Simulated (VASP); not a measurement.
# TiC (Fm-3m) in VASP: settings compared, part 2 of 2

VASP 6.6.1. The steps go on from the part before.

## 3. Relaxation of cell and atoms, PBE+U

Contents of INCAR:

```
PREC = Accurate
ENCUT = 600
EDIFF = 1E-6
ISMEAR = -1
SIGMA = 0.05
LREAL = False
LASPH = True
NELM = 150
ALGO = Normal
ISIF = 3
LWAVE = False
LCHARG = False
LMAXMIX = 4
LDAU = True
LDAUTYPE = 2
LDAUL = 2 -1
LDAUU = 2 0
LDAUJ = 0 0
LDAUPRINT = 1
GGA = PE
IBRION = 2
NSW = 60
EDIFFG = -0.01
```

Contents of KPOINTS:

```
Automatic mesh
0
Gamma
  11 11 11
```

Contents of POSCAR:

```
TiC
1.0
    0.0000000000      2.1657188437      2.1657188437
    2.1657188437      0.0000000000      2.1657188437
    2.1657188437      2.1657188437      0.0000000000
Ti C
1 1
Direct
    0.0000000000      0.0000000000      0.0000000000
    0.5000000000      0.5000000000      0.5000000000
```

Potentials or basis: VASP PAW PBE potentials, release 64 (Ti_sv, C).

Command:

```console
cat potpaw_PBE.64/Ti_sv/POTCAR potpaw_PBE.64/C/POTCAR > POTCAR
mpirun -np 1 vasp_std > vasp.out
```

It took 23 s on 1 thread of AMD EPYC 9R45 (Zen 5), shared host; peak memory 0.13 GiB.

The run converged. Its results:

| Item | Value |
| --- | --- |
| Free energy | -17.2055 eV |
| Relaxed volume | 10.40 Å³/atom |
| Relaxed cell | a = 3.087 Å, b = 3.087 Å, c = 3.087 Å, α = 60.00°, β = 60.00°, γ = 60.00° |
| Space group after relaxing (to 0.05 Å) | Fm-3m (No. 225) |
| Energy gained by relaxing | 4.4 meV/atom |
| Ionic steps | 3 |
| Pressure after relaxing | 0.0 GPa |
| Band gap on the k mesh | zero (band 8 reaches 10.24 eV, above the bottom of band 9 at 8.95 eV) |

Step by step:
```
step  energy change (eV)  largest force (eV/Å)  pressure (GPa)  volume (Å³)
   1              0.0000                0.0000            5.99        20.32
   2              0.0060                0.0000           -7.03        21.45
   3             -0.0089                0.0000           -0.03        20.80
```

Final structure:
```
CELL_PARAMETERS angstrom
0.00000 2.18281 2.18281
2.18281 0.00000 2.18281
2.18281 2.18281 0.00000
ATOMIC_POSITIONS crystal
Ti 0.00000 0.00000 0.00000
C 0.50000 0.50000 0.50000
```

Levels at points of the mesh, in eV from the Fermi level:
```
           k point  band 4  band 5  band 6  band 7  band 8  band 9  band 10  band 11  band 12
(0.00, 0.00, 0.00)  -33.31  -12.52    0.78    0.78    0.78    1.48     1.48     1.48     1.53
```

Eigenvalues of the final occupation matrices:
```tsv
site	spin	trace	eigenvalues
site 1 d	1	0.94	0.13 0.13 0.13 0.28 0.28
site 1 d	2	0.94	0.13 0.13 0.13 0.28 0.28
```

Caveat: U without spin polarisation on a metal has little footing; the U is typed as a test and isn't derived for this compound.

## 4. Relaxation of cell and atoms, PBE+U

Contents of INCAR:

```
PREC = Accurate
ENCUT = 600
EDIFF = 1E-6
ISMEAR = -1
SIGMA = 0.05
LREAL = F
LASPH = T
NELM = 150
ALGO = Normal
ISIF = 3
LWAVE = F
LCHARG = F
LMAXMIX = 4
LDAU = T
LDAUTYPE = 2
LDAUL = 2 -1
LDAUU = 3 0
LDAUJ = 0 0
LDAUPRINT = 1
GGA = PE
IBRION = 2
NSW = 60
EDIFFG = -0.01
```

Contents of KPOINTS:

```
regular mesh
0
Gamma
  11 11 11
```

POSCAR is that of step 3.

Potentials or basis: VASP PAW PBE potentials, release 64 (Ti_sv, C).

Command:

```console
cat potpaw_PBE.64/Ti_sv/POTCAR potpaw_PBE.64/C/POTCAR > POTCAR
mpirun -np 1 vasp_std > vasp.out
```

OUTCAR:

```text
PREC = Accurate
   ENCUT = 600
   EDIFF = 1E-6
   ISMEAR = -1
   LREAL = F
   LASPH = T
   NELM = 150
   ISIF = 3
   GGA = PE
   IBRION = 2
   NSW = 60
   EDIFFG = -0.01

 ion  position               nearest neighbor table
   1  0.000  0.000  0.000-   2 2.17   2 2.17   2 2.17   2 2.17   2 2.17   2 2.17
   2  0.500  0.500  0.500-   1 2.17   1 2.17   1 2.17   1 2.17   1 2.17   1 2.17

  LATTYP: Found a face centered cubic cell.
 ALAT       =     4.3314376874

  Lattice vectors:

 A1 = (   0.0000000000,   2.1657188437,   2.1657188437)
 A2 = (   2.1657188437,   0.0000000000,   2.1657188437)
 A3 = (   2.1657188437,   2.1657188437,   0.0000000000)

Analysis of symmetry for initial positions (statically):
=====================================================================
 Subroutine PRICEL returns:
 Original cell was already a primitive cell.

 Routine SETGRP: Setting up the symmetry group for a
[... 295 lines left out ...]
  band No.  band energies     occupation
      1     -48.1489      2.00000
      2     -24.1645      2.00000
      3     -24.1645      2.00000
      4     -24.1645      2.00000
      5      -3.0964      2.00000
      6      10.3310      0.00000
      7      10.3310      0.00000
      8      10.3310      0.00000
      9      10.8754      0.00000
     10      10.8754      0.00000
     11      10.8754      0.00000
     12      10.9215      0.00000
[... 331 lines left out ...]
 k-point    24 :      -0.1818    0.1818    0.0000
  band No.  band energies     occupation
      1     -48.1090      2.00000
      2     -24.3929      2.00000
      3     -24.2553      2.00000
      4     -24.1822      2.00000
      5      -1.4301      2.00000
      6       6.1262      2.00000
      7       7.2128      2.00000
      8       7.5194      2.00000
      9      11.1581      0.00000
     10      12.0311      0.00000
     11      12.8965      0.00000
     12      13.5244      0.00000

 [... further k-points ...]
[... 5 lines left out ...]
  --------------------------------------------------------------------------------------
  -------------------------------------------------------------------------------------
  Total       -0.0153633     -0.0153633     -0.0153633     -0.0000000      0.0000000      0.0000000
  in kB       -1.1702522     -1.1702522     -1.1702522     -0.0000000      0.0000000      0.0000000
  external PRESSURE =      -1.1702522 kB  Pullay stress =       0.0000000 kB
[... 17 lines left out ...]
  FREE ENERGIE OF THE ION-ELECTRON SYSTEM (eV)
  ---------------------------------------------------
  free  energy   TOTEN  =       -16.4792425958 eV

  energy  without entropy=      -16.4763477484  energy(sigma->0) =      -16.47779517

 reached required accuracy - stopping structural energy minimisation
```

CONTCAR:

```text
TiC
   1.00000000000000
     0.0000000000000000    2.1909321616944117    2.1909321616944117
     2.1909321616944117    0.0000000000000000    2.1909321616944117
     2.1909321616944117    2.1909321616944117    0.0000000000000000
  Ti              C
     1     1
Direct
     0.0000000000000000    0.0000000000000000    0.0000000000000000
     0.5000000000000000    0.5000000000000000    0.5000000000000000

  0.00000000E+00  0.00000000E+00  0.00000000E+00
  0.00000000E+00  0.00000000E+00  0.00000000E+00
```

Wall time 22 s (1 thread of AMD EPYC 9R45 (Zen 5), shared host); peak memory 0.12 GiB.

What came out:

| Quantity | Value |
| --- | --- |
| Free energy | -16.4792 eV |
| Relaxed volume | 10.52 Å³/atom |
| Relaxed cell | a = 3.098 Å, b = 3.098 Å, c = 3.098 Å, α = 60.00°, β = 60.00°, γ = 60.00° |
| Space group after relaxing (to 0.05 Å) | Fm-3m (No. 225) |
| Energy gained by relaxing | 9.6 meV/atom |
| Ionic steps | 3 |
| Pressure after relaxing | -0.1 GPa |
| Band gap on the k mesh | zero (band 8 reaches 10.33 eV, above the bottom of band 9 at 8.93 eV) |

Step by step:
| step | energy change (eV) | largest force (eV/Å) | pressure (GPa) | volume (Å³) |
| --- | --- | --- | --- | --- |
| 1 | 0.0000 | 0.0000 | 8.88 | 20.32 |
| 2 | 0.0133 | 0.0000 | -10.09 | 22.02 |
| 3 | -0.0191 | 0.0000 | -0.12 | 21.03 |

Final structure:
```yaml
crystal:
  lattice:
    - [0.00000, 2.19093, 2.19093]
    - [2.19093, 0.00000, 2.19093]
    - [2.19093, 2.19093, 0.00000]
  atoms:
    - { symbol: Ti, position: [0.00000, 0.00000, 0.00000] }
    - { symbol: C, position: [0.50000, 0.50000, 0.50000] }
```

Levels at points of the mesh, in eV from the Fermi level:
| k point | band 4 | band 5 | band 6 | band 7 | band 8 | band 9 | band 10 | band 11 | band 12 |
| --- | --- | --- | --- | --- | --- | --- | --- | --- | --- |
| (0.00, 0.00, 0.00) | -33.63 | -12.56 | 0.87 | 0.87 | 0.87 | 1.41 | 1.41 | 1.41 | 1.46 |

Eigenvalues of the final occupation matrices:
```csv
site,spin,trace,eigenvalues
site 1 d,1,0.91,0.12 0.12 0.12 0.28 0.28
site 1 d,2,0.91,0.12 0.12 0.12 0.28 0.28
```

Caveat: U without spin polarisation on a metal has little footing; the U is typed as a test and isn't derived for this compound.

## 5. Single point, PBEsol

Contents of INCAR:

```
SYSTEM = TiC
  PREC = Accurate
  ENCUT = 520
  EDIFF = 1E-7
  ISMEAR = -1
  SIGMA = 0.03
  LREAL = .False.
  LASPH = .True.
  NELM = 100
  ALGO = Normal
  ISIF = 2
  LWAVE = .False.
  LCHARG = .True.
  GGA = PS
  LELF = .True.
  LVHAR = .True.
  NBANDS = 15
```

Contents of KPOINTS:

```
regular mesh
0
Gamma
  7 7 7
  0 0 0
```

POSCAR is that of step 4.

Command:

```console
cat potpaw_PBE.64/Ti_sv/POTCAR potpaw_PBE.64/C/POTCAR > POTCAR
mpirun -np 1 vasp_std > vasp.out
```

Wall time 4.5 s (1 thread of Intel Xeon 6975P-C (Granite Rapids), shared host); peak memory 0.14 GiB.

Results (log left out):

```yaml
Free_energy: -19.7852 eV
Pressure: -6.4 GPa
Band_gap_on_the_k_mesh: zero (band 8 reaches 9.96 eV, above the bottom of band 9 at 8.90 eV)
```

Levels at points of the mesh, in eV from the Fermi level:
| k point | band 5 | band 6 | band 7 | band 8 | band 9 | band 10 | band 11 | band 12 |
| --- | --- | --- | --- | --- | --- | --- | --- | --- |
| (0.00, 0.00, 0.00) | -12.27 | 0.75 | 0.75 | 0.75 | 1.80 | 1.80 | 1.80 | 1.82 |

Caveat: the PAW data sets were made with another functional, which shifts forces and pressure a little.

## 6. Single point, LDA (volume scaled by 0.94)

Contents of INCAR:

```
PREC = Accurate
ENCUT = 520
EDIFF = 1E-7
ISMEAR = -1
SIGMA = 0.05
LREAL = F
LASPH = T
NELM = 60
ALGO = Normal
ISIF = 2
LWAVE = F
LCHARG = F
NBANDS = 15
```

Contents of KPOINTS:

```
Automatic mesh
0
Gamma
  11 11 11
```

Contents of POSCAR:

```
TiC
1.0
    0.0000000000      2.1215080947      2.1215080947
    2.1215080947      0.0000000000      2.1215080947
    2.1215080947      2.1215080947      0.0000000000
Ti C
1 1
Direct
    0.0000000000      0.0000000000      0.0000000000
    0.5000000000      0.5000000000      0.5000000000
```

Potentials or basis: VASP PAW LDA potentials, release 64 (Ti_sv, C).

Command:

```console
cat potpaw_LDA.64/Ti_sv/POTCAR potpaw_LDA.64/C/POTCAR > POTCAR
mpirun -np 1 vasp_std > vasp.out
```

Run time: 12 s. Hardware: 1 thread of Intel Xeon Platinum 8488C (Sapphire Rapids), shared host; peak memory 0.13 GiB.

The run converged. Its results:

| Property | Result |
| --- | --- |
| Free energy | -20.5357 eV |
| Pressure | 4.4 GPa |
| Band gap on the k mesh | zero (band 8 reaches 10.63 eV, above the bottom of band 9 at 9.56 eV) |

Levels at points of the mesh, in eV from the Fermi level:
| k point | band 5 | band 6 | band 7 | band 8 | band 9 | band 10 | band 11 | band 12 |
| --- | --- | --- | --- | --- | --- | --- | --- | --- |
| (0.00, 0.00, 0.00) | -12.55 | 0.59 | 0.59 | 0.59 | 1.71 | 1.71 | 1.71 | 1.78 |

Caveat: the cell differs from its parent crystal (volume scaled by 0.94).

## 7. Overview

```csv
task,level,potentials or basis,U,cell,k mesh,cutoff (eV),smearing,gap on the mesh (eV),pressure (GPa),relaxed volume (Å³/atom)
relaxation of cell and atoms,PBE+U,"VASP PAW PBE potentials, release 64 (Ti_sv, C)",Ti d U = 1.0 eV,"relaxed from a = 3.063 Å, angles 60.0°, 2 atoms",11 × 11 × 11,600,fermi-dirac 0.05 eV,none,0.0,10.29
relaxation of cell and atoms,PBE+U,"VASP PAW PBE potentials, release 64 (Ti_sv, C)",Ti d U = 2.0 eV,"relaxed from a = 3.063 Å, angles 60.0°, 2 atoms",11 × 11 × 11,600,fermi-dirac 0.05 eV,none,0.0,10.40
relaxation of cell and atoms,PBE+U,"VASP PAW PBE potentials, release 64 (Ti_sv, C)",Ti d U = 3.0 eV,"relaxed from a = 3.063 Å, angles 60.0°, 2 atoms",11 × 11 × 11,600,fermi-dirac 0.05 eV,none,-0.1,10.52
single point,PBEsol,"VASP PAW PBE potentials, release 64 (Ti_sv, C)",-,"a = 3.063 Å, angles 60.0°, 2 atoms",7 × 7 × 7,520,fermi-dirac 0.03 eV,none,-6.4,-
single point,LDA,"VASP PAW LDA potentials, release 64 (Ti_sv, C)",-,"a = 3.000 Å, angles 60.0°, 2 atoms",11 × 11 × 11,520,fermi-dirac 0.05 eV,none,4.4,-
```

Alike in all rows: no spin polarisation.

Caveats: U without spin polarisation on a metal has little footing (some runs); the U is typed as a test and isn't derived for this compound (some runs); the PAW data sets were made with another functional, which shifts forces and pressure a little (some runs).

Absolute energies hang on the potentials; compare differences alone.
